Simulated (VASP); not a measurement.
SrO, 2 atoms in the cell. The structure is cubic, space group Fm-3m (No. 225). Conventional cell: a = 4.962 Å, b = 4.962 Å, c = 4.962 Å, α = 90.00°, β = 90.00°, γ = 90.00°. Within 3.3 Å of Sr (site symmetry m-3m) lie 6 O at 2.48 Å. O (site symmetry m-3m) has 6 Sr at 2.48 Å within 3.3 Å.  This cell differs from its parent crystal: strain -3.8%.

| Property | Result |
| --- | --- |
| Program | VASP 6.6.1 |
| Task | single point |
| Functional | PBE |
| Potentials or basis | VASP PAW PBE potentials, release 64 (Sr_sv, O) |
| Cutoff | 520 eV |
| k mesh | 8 × 8 × 8 |
| Occupations | fermi-dirac, width 0.02 eV |
| Spin | no spin polarisation |
| Dipole correction | no |
| Further INCAR settings | ALGO = Normal; EDIFF = 1e-06; NBANDS = 15 |

Potentials or basis: VASP PAW PBE potentials, release 64 (Sr_sv, O).

Command:

```bash
$ cat potpaw_PBE.64/Sr_sv/POTCAR potpaw_PBE.64/O/POTCAR > POTCAR
$ mpirun -np 1 vasp_std > vasp.out
```

Hardware: 1 thread of Intel(R) Xeon(R) 6975P-C (Granite Rapids), with other jobs on the host.

Q: How long does it take, and how much memory?

A: It took 9.9 s on 1 thread of Intel(R) Xeon(R) 6975P-C (Granite Rapids), on a shared host, peak memory 0.16 GiB. Counts: scf iterations 13, k points 29.
